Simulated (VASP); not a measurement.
A run of VASP 6.6.1 is set up as follows.

The input INCAR:

```
  ALGO = Normal
  EDIFF = 1E-8
  ENCUT = 520
  GGA = PE
  ISIF = 2
  ISMEAR = -1
  LASPH = T
  LCHARG = F
  LEFG = T
  LREAL = F
  LWAVE = F
  NBANDS = 17
  NELM = 100
  PREC = Accurate
  SIGMA = 0.05
```

KPOINTS

```
k-points
0
Gamma
  13 13 7
```

The input POSCAR:

```
Hf
1.0
    3.2286655094      0.0000000000      0.0000000000
   -1.6143327547      2.7961063515      0.0000000000
    0.0000000000      0.0000000000      5.0578000000
Hf
2
Direct
    0.3333333333      0.6666666667      0.2500000000
    0.6666666667      0.3333333333      0.7500000000
```

Potentials or basis: VASP PAW PBE potentials, release 64 (Hf_pv).

Command:

```console
$ cat potpaw_PBE.64/Hf_pv/POTCAR > POTCAR
$ mpirun -np 1 vasp_std > vasp.out
```

(1) Predict the band gap on the k mesh.

(2) What does it give for the pressure?

Results:

(1) zero (band 10 reaches 5.93 eV, above the bottom of band 11 at 4.37 eV).

(2) -1.7 GPa.

Caveat: the cell differs from its parent crystal (equal xx and yy strain of +1 %); without QUAD_EFG the Cq values of the log hold for a quadrupole moment of 1 mb, not for the nuclei; spin-orbit coupling is left out, which moves the levels of the heavy elements.
